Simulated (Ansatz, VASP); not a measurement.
One calculation of BeB2, two programs

```xyz
3
Lattice="2.9682 0.0000 0.0000 -1.4841 2.5706 0.0000 0.0000 0.0000 2.9152" Properties=species:S:1:pos:R:3 pbc="T T T"
Be    0.0000    0.0000    0.0000
B     0.0000    1.7137    1.4576
B     1.4841    0.8569    1.4576
```

Alike in both runs: task single point; functional LDA; k mesh 11 × 11 × 10; occupations fermi-dirac, width 0.05 eV; no spin polarisation.

|  | VASP | Ansatz |
| --- | --- | --- |
| version | VASP 6.6.1 | Ansatz 0.2.0 |
| potentials or method | VASP PAW LDA potentials, release 64 (Be, B), cutoff 600 eV | plane waves, PAW |
| valence electrons in the cell | 8 | 8 |

Ansatz gave:

* pressure (GPa): -14.4
* traceless stress, the component that is largest in VASP (GPa): 3.74

Problem. What did VASP give for the same quantities?

Solution. Pressure (GPa): -14.1; traceless stress, the component that is largest in VASP (GPa): 3.61.

LDA's correlation is that of Perdew and Zunger in VASP and of Perdew and Wang (1992) in Ansatz.
